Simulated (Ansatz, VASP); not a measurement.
**One calculation of SnSe, two programs**

```
CELL_PARAMETERS angstrom
4.28533 0.00000 0.00000
0.00000 4.28533 0.00000
0.00000 0.00000 10.99069
ATOMIC_POSITIONS crystal
Sn 0.50000 0.00000 0.37223
Sn 0.00000 0.50000 0.62777
Se 0.50000 0.00000 0.61604
Se 0.00000 0.50000 0.38396
```

Alike in both runs: task single point; functional PBE0; k mesh 4 × 4 × 2; no spin polarisation.

|  | VASP | Ansatz |
| --- | --- | --- |
| version | VASP 6.6.1 | Ansatz 0.2.0 |
| potentials or method | VASP PAW PBE potentials, release 64 (Sn_d, Se) | plane waves, PAW |
| plane-wave cutoff (eV) | 400 | 420 |
| occupations | gaussian, width 0.01 eV | fixed |
| valence electrons in the cell | 40 | 60 |

Ansatz gave:

| Quantity | Value |
| --- | --- |
| gap on the k mesh at the Fermi level (eV) | 2.78 |

Question: Which values does VASP return?

Answer: gap on the k mesh at the Fermi level (eV): 2.82.

VASP's potentials hold 40 valence electrons a cell and Ansatz's 60, so a difference there can come from the potentials and not from the codes.
